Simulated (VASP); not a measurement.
AlN:

```
Al N
1.0
     0.00000    2.01887    1.99202
     2.01887    0.00000    1.99202
     2.01887    2.01887    0.00000
Al N
1 1
Direct
  0.00000 0.00000 0.00000
  0.50000 0.50000 0.50000
```

This cell differs from its parent crystal: uniaxial z strain -1.3%.

Base run:

* Program: VASP 6.6.1
* Functional: r2SCAN
* Potentials or basis: VASP PAW PBE potentials, release 64 (Al, N)
* Cutoff: 520 eV
* k mesh: 10 × 10 × 10
* Occupations: gaussian, width 0.01 eV
* Spin: no spin polarisation

Its results: band gap on the k mesh 5.55 eV, indirect (least direct gap 6.75 eV); pressure 3.1 GPa.

Q: The run is repeated on the same cell with these changes: functional from r2SCAN to PBE; occupations from gaussian, width 0.01 eV to fermi-dirac, width 0.02 eV. What comes out?

A: Band gap on the k mesh 4.66 eV, indirect (least direct gap 5.90 eV); pressure 10.0 GPa.

Caveats: the PAW data sets were made with another functional, which shifts forces and pressure a little (some runs).

A k mesh can miss the band edges.
